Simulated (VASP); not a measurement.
A run of VASP 6.6.1 is set up as follows.

INCAR

```
SYSTEM = LuMnIn
ALGO     = Normal         ! electronic algorithm
EDIFF    = 1E-6           ! SCF threshold, eV
ENCUT    = 520            ! plane-wave cutoff, eV
GGA      = PS             ! functional
ISIF     = 2              ! what is computed and relaxed
ISMEAR   = -1             ! smearing method
ISPIN    = 2              ! spin polarisation
LASPH    = .True.         ! aspherical terms in the spheres
LCHARG   = .True.         ! write CHGCAR
LELF     = .True.         ! ELF
LMAXMIX  = 4              ! l up to which the mixer works
LORBIT   = 11             ! projections on sites
LREAL    = .False.        ! projectors in reciprocal space
LVHAR    = .True.       
LWAVE    = .False.        ! write WAVECAR
MAGMOM   = 0 0 4          ! initial moments
NBANDS   = 36             ! bands
NELM     = 150            ! most SCF steps
PREC     = Accurate       ! precision mode
SIGMA    = 0.05           ! smearing width, eV
```

KPOINTS

```
k-points
0
Gamma
  7 7 8
  0 0 0
```

Contents of POSCAR:

```
LuMnIn
1.0
    4.6561287433      0.0000000000      0.0000000000
   -2.3280643717      4.0323257750      0.0000000000
    0.0000000000      0.0000000000      3.3320856002
Lu In Mn
1 1 1
Direct
    0.0000000000      0.0000000000      0.0000000000
    0.6666666667      0.3333333333      0.5000000000
    0.3333333333      0.6666666667      0.5000000000
```

Potentials or basis: VASP PAW PBE potentials, release 64 (Lu, In_d, Mn_pv).

The run is started by

```console
$ cat potpaw_PBE.64/Lu/POTCAR potpaw_PBE.64/In_d/POTCAR potpaw_PBE.64/Mn_pv/POTCAR > POTCAR
$ mpirun -np 1 vasp_std > vasp.out
```

**Question.** Estimate the pressure.

**Answer.** 0.1 GPa.

**Question.** What does it give for the site moments?

**Answer.** Lu -0.13; In -0.03; Mn +3.52 μB.

**Question.** What does it give for the net moment?

**Answer.** 3.47 μB per cell.

Caveat: the PAW data sets were made with another functional, which shifts forces and pressure a little.
